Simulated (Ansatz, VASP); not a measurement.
## MgF2: VASP beside Ansatz

Contents of INCAR:

```
SYSTEM = MgF2
PREC = Accurate ; ENCUT = 600
EDIFF = 1E-6 ; ISMEAR = 0
SIGMA = 0.02 ; LREAL = .FALSE.
LASPH = .TRUE. ; NELM = 120
ALGO = Normal ; ISIF = 2
LWAVE = .FALSE. ; LCHARG = .FALSE.
GGA = PS ; NBANDS = 25
GGA_COMPAT = .FALSE.
```

The input KPOINTS:

```
Automatic mesh
0
G
  6 6 8
  0 0 0
```

Contents of POSCAR:

```
MgF2
1.0
    4.6387877434      0.0000000000      0.0000000000
    0.0000000000      4.6387877434      0.0000000000
    0.0000000000      0.0000000000      3.0621929218
Mg F
2 4
Direct
    0.0000000000      0.0000000000      0.0000000000
    0.5000000000      0.5000000000      0.5000000000
    0.3033761532      0.3033761532      0.0000000000
    0.1966238468      0.8033761532      0.5000000000
    0.6966238468      0.6966238468      0.0000000000
    0.8033761532      0.1966238468      0.5000000000
```

Input for Ansatz:

```yaml
crystal:
  lattice:
    - [4.6387877434, 0.0, 0.0]
    - [0.0, 4.6387877434, 0.0]
    - [0.0, 0.0, 3.0621929218]
  atoms:
    - { symbol: Mg, position: [0.0, 0.0, 0.0] }
    - { symbol: Mg, position: [0.5, 0.5, 0.5] }
    - { symbol: F, position: [0.3033761532, 0.3033761532, 0.0] }
    - { symbol: F, position: [0.1966238468, 0.8033761532, 0.5] }
    - { symbol: F, position: [0.6966238468, 0.6966238468, 0.0] }
    - { symbol: F, position: [0.8033761532, 0.1966238468, 0.5] }
basis:
  ecutwfc: 420
kpoints:
  mp_grid: { grid: [6, 6, 8] }
hamiltonian:
  xc: pbesol
scf:
  occupations: { method: gaussian, width: 0.02 }
output:
  forces: false
  stress: false
  eigenvalues: true
  eigenstates:
    kpoints:
      - [0.0, 0.0, 0.0]
      - [0.01476572, 0.0, 0.0]
      - [-0.01476572, 0.0, 0.0]
      - [0.0, 0.01476572, 0.0]
      - [0.0, -0.01476572, 0.0]
      - [0.0, 0.0, 0.009747263]
      - [0.0, 0.0, -0.009747263]
      - [0.010440941, 0.010440941, 0.0]
      - [-0.010440941, -0.010440941, 0.0]
      - [0.010440941, 0.0, 0.006892356]
      - [-0.010440941, 0.0, -0.006892356]
      - [0.0, 0.010440941, 0.006892356]
      - [0.0, -0.010440941, -0.006892356]
      - [0.008524992, 0.008524992, 0.005627585]
      - [-0.008524992, -0.008524992, -0.005627585]
      - [0.0, 0.0, 0.0]
      - [0.01476572, 0.0, 0.0]
      - [-0.01476572, 0.0, 0.0]
      - [0.0, 0.01476572, 0.0]
      - [0.0, -0.01476572, 0.0]
      - [0.0, 0.0, 0.009747263]
      - [0.0, 0.0, -0.009747263]
      - [0.010440941, 0.010440941, 0.0]
      - [-0.010440941, -0.010440941, 0.0]
      - [0.010440941, 0.0, 0.006892356]
      - [-0.010440941, 0.0, -0.006892356]
      - [0.0, 0.010440941, 0.006892356]
      - [0.0, -0.010440941, -0.006892356]
      - [0.008524992, 0.008524992, 0.005627585]
      - [-0.008524992, -0.008524992, -0.005627585]
    e_range: [-8.391372, 8.391372]
checkpoint:
  read: start.run
  write: ck
  compress: false
  write_wavefunctions: false
  write_every: 100000
```

Alike in both runs: task single point; functional PBEsol; k mesh 6 × 6 × 8; occupations gaussian, width 0.02 eV; no spin polarisation.

|  | VASP | Ansatz |
| --- | --- | --- |
| version | VASP 6.6.1 | Ansatz 0.2.0 |
| potentials or method | VASP PAW PBE potentials, release 64 (Mg, F), cutoff 600 eV | scalar-relativistic, plane waves, PAW |
| valence electrons in the cell | 32 | 48 |

VASP gave:

| Item | Value |
| --- | --- |
| gap on the k mesh at the Fermi level (eV) | 6.86 |
| least direct gap on the mesh (eV) | 6.86 |

Which values does Ansatz return?

gap on the k mesh at the Fermi level (eV): 6.89; least direct gap on the mesh (eV): 6.89.

VASP's potentials were made for PBE, not for PBEsol. VASP's potentials hold 32 valence electrons a cell and Ansatz's 48, so a difference there can come from the potentials and not from the codes.
